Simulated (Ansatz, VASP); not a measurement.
I in VASP and in Ansatz

```
CELL_PARAMETERS angstrom
3.64604 0.00000 0.00000
-1.82302 3.15756 0.00000
0.00000 0.00000 5.90658
ATOMIC_POSITIONS crystal
I 0.33333 0.66667 0.25000
I 0.66667 0.33333 0.75000
```

Alike in both runs: task relaxation of cell and atoms; functional LDA; k mesh 12 × 12 × 7; occupations fermi-dirac, width 0.08 eV; no spin polarisation.

|  | VASP | Ansatz |
| --- | --- | --- |
| version | VASP 6.6.1 | Ansatz 0.2.0 |
| potentials or method | VASP PAW LDA potentials, release 64 (I) | PAW with Ansatz's default frozen-core files, scalar-relativistic |
| plane-wave cutoff (eV) | 600 | 420 |
| valence electrons in the cell | 14 | 34 |

```csv
,VASP,Ansatz,Ansatz less VASP
relaxed volume (Å³/atom),33.39,33.36,-0.025
relaxed cell length with the largest relative difference (Å),3.971,3.968,-0.0028
```

LDA's correlation is that of Perdew and Zunger in VASP and of Perdew and Wang (1992) in Ansatz. VASP's potentials hold 14 valence electrons a cell and Ansatz's 34, so a difference there can come from the potentials and not from the codes.

Neither program's run includes spin-orbit coupling.
